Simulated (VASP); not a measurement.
The system is CdI2.

```xyz
15
Lattice="4.2894 0.0000 0.0000 -2.1447 3.7147 0.0000 0.0000 0.0000 36.3728" Properties=species:S:1:pos:R:3 pbc="T T T"
Cd    2.1447    1.2382   29.1036
Cd    0.0000    0.0000   14.5515
Cd    0.0000    2.4765    7.2692
Cd    0.0000    0.0000   21.8213
Cd    0.0000    0.0000    0.0000
I     2.1447    1.2382   34.6517
I     0.0000    2.4765    1.7211
I     2.1447    1.2382    5.5490
I     0.0000    2.4765   16.2699
I     0.0000    2.4765   30.8238
I     2.1447    1.2382   12.8280
I     0.0000    0.0000   27.3814
I     0.0000    2.4765   23.5448
I     2.1447    1.2382   20.1029
I     0.0000    0.0000    8.9914
```

Base run:

- Program: VASP 6.6.1
- Functional: r2SCAN
- Potentials or basis: VASP PAW PBE potentials, release 64 (Cd, I)
- Cutoff: 440 eV
- k mesh: 8 × 8 × 1
- Occupations: fermi-dirac, width 0.02 eV
- Spin: no spin polarisation

Its results: band gap on the k mesh 2.77 eV, indirect (least direct gap 2.93 eV); pressure -0.1 GPa; largest force 0.016 eV/Å.

The run is repeated on the same cell with these changes: functional from r2SCAN to PBE; cutoff from 440 eV to 400 eV; further incar settings from ALGO = Normal; EDIFF = 1e-07; NBANDS = 78 to ALGO = Normal; EDIFF = 1e-08; NBANDS = 78. What comes out?

Band gap on the k mesh 2.35 eV, indirect (least direct gap 2.47 eV); pressure 0.5 GPa; largest force 0.068 eV/Å.

Caveats: spin-orbit coupling is left out, which moves the levels of the heavy elements; the PAW data sets were made with another functional, which shifts forces and pressure a little (some runs); this functional lacks dispersion, which binds the layers, so the pressure and a relaxed spacing across them are unreliable (some runs).

A k mesh can miss the band edges.
